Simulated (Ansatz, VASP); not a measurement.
Two plane-wave programs on Si5F

```
CELL_PARAMETERS angstrom
4.66378 0.00000 0.00000
-2.33189 4.03895 0.00000
0.00000 0.00000 4.52196
ATOMIC_POSITIONS crystal
Si 0.00000 0.34580 0.00000
Si 0.65420 0.65420 0.00000
Si 0.34580 0.00000 0.00000
Si 0.66667 0.33333 0.50000
Si 0.33333 0.66667 0.50000
F 0.00000 0.00000 0.50000
```

Change from the starting cell: species swapped into the MgCd5 type (P-62m, No. 189).

Alike in both runs: functional PBE; k mesh 6 × 6 × 4; occupations gaussian, width 0.1 eV; no spin polarisation.

Ansatz relaxed the structure, and its values are those at the end. VASP's run is a single point on that final structure, the one shown.

```csv
,VASP,Ansatz
version,VASP 6.6.1,Ansatz 0.2.0
potentials or method,"VASP PAW PBE potentials, release 64 (Si, F), cutoff 520 eV","scalar-relativistic, plane waves, PAW"
valence electrons in the cell,27,27
```

|  | VASP | Ansatz | Ansatz less VASP |
| --- | --- | --- | --- |
| gap on the k mesh at the Fermi level (eV) | none | none | - |
| pressure (GPa) | 0.0 | 0.1 | +0.09 |
| rms of the force components (eV/Å) | 0.009 | 0.008 | -0.0006 |

A gap of «none» marks a metal or a gap that the smearing closes. With one functional, cell and mesh, what is left measures potentials, basis and numerics.
